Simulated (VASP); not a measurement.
Input of a VASP 6.6.1 run:

INCAR

```
  PREC = Accurate
  ENCUT = 600
  EDIFF = 1E-6
  ISMEAR = 0
  SIGMA = 0.02
  LREAL = F
  LASPH = T
  NELM = 120
  ALGO = Normal
  ISIF = 2
  LWAVE = F
  LCHARG = F
  GGA = PE
  NBANDS = 11
  GGA_COMPAT = F
```

KPOINTS

```
regular mesh
0
Gamma
  10 10 10
```

File POSCAR:

```
MgO
1.0
    0.0000000000      2.1050000000      2.1050000000
    2.1050000000      0.0000000000      2.1050000000
    2.1050000000      2.1050000000      0.0000000000
Mg O
1 1
Direct
    0.0000000000      0.0000000000      0.0000000000
    0.5000000000      0.5000000000      0.5000000000
```

Potentials or basis: VASP PAW PBE potentials, release 64 (Mg, O).

Launch:

```sh
$ cat potpaw_PBE.64/Mg/POTCAR potpaw_PBE.64/O/POTCAR > POTCAR
$ mpirun -np 1 vasp_std > vasp.out
```

**Question.** Estimate the band gap on the k mesh.

**Answer.** 4.74 eV, direct.

**Question.** What does it give for the pressure?

**Answer.** 3.9 GPa.
